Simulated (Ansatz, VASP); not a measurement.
## Mo: VASP beside Ansatz

File INCAR:

```
SYSTEM = Mo
PREC = Accurate ; ENCUT = 520
EDIFF = 1E-6 ; ISMEAR = 0
SIGMA = 0.15 ; LREAL = .False.
LASPH = .True. ; NELM = 100
ALGO = Fast ; ISIF = 2
LWAVE = .False. ; LCHARG = .True.
GGA = PE ; LELF = .True.
LVHAR = .True. ; NBANDS = 13
```

The input KPOINTS:

```
Automatic mesh
0
Gamma
  22 22 22
  0 0 0
```

The input POSCAR:

```
Mo
1.0
   -1.5474350000      1.5474350000      1.5710000000
    1.5474350000     -1.5474350000      1.5710000000
    1.5474350000      1.5474350000     -1.5710000000
Mo
1
Direct
    0.0000000000      0.0000000000      0.0000000000
```

Input for Ansatz:

```yaml
crystal:
  lattice:
    - [-1.547435, 1.547435, 1.571]
    - [1.547435, -1.547435, 1.571]
    - [1.547435, 1.547435, -1.571]
  atoms:
    - { symbol: Mo, position: [0.0, 0.0, 0.0] }
basis:
  ecutwfc: 420
kpoints:
  mp_grid: { grid: [22, 22, 22] }
hamiltonian:
  xc: pbe
scf:
  occupations: { method: gaussian, width: 0.15 }
output:
  forces: true
  stress: true
  eigenvalues: true
```

Change from the starting cell: strain -0.015 along x and y, +0.000 along z, atoms carried along.

Alike in both runs: task single point; functional PBE; k mesh 22 × 22 × 22; occupations gaussian, width 0.15 eV; no spin polarisation.

|  | VASP | Ansatz |
| --- | --- | --- |
| version | VASP 6.6.1 | Ansatz 0.2.0 |
| potentials or method | VASP PAW PBE potentials, release 64 (Mo_sv), cutoff 520 eV | scalar-relativistic, plane waves, PAW |
| valence electrons in the cell | 14 | 14 |

|  | VASP | Ansatz | Ansatz less VASP |
| --- | --- | --- | --- |
| gap on the k mesh at the Fermi level (eV) | none | none | - |
| pressure (GPa) | 14.4 | 13.8 | -0.64 |
| traceless stress, the component that is largest in VASP (GPa) | -3.32 | -3.32 | -0.001 |

A gap of «none» marks a metal or a gap that the smearing closes. The functional is the same, so the differences come from potentials, cutoffs and numerics.
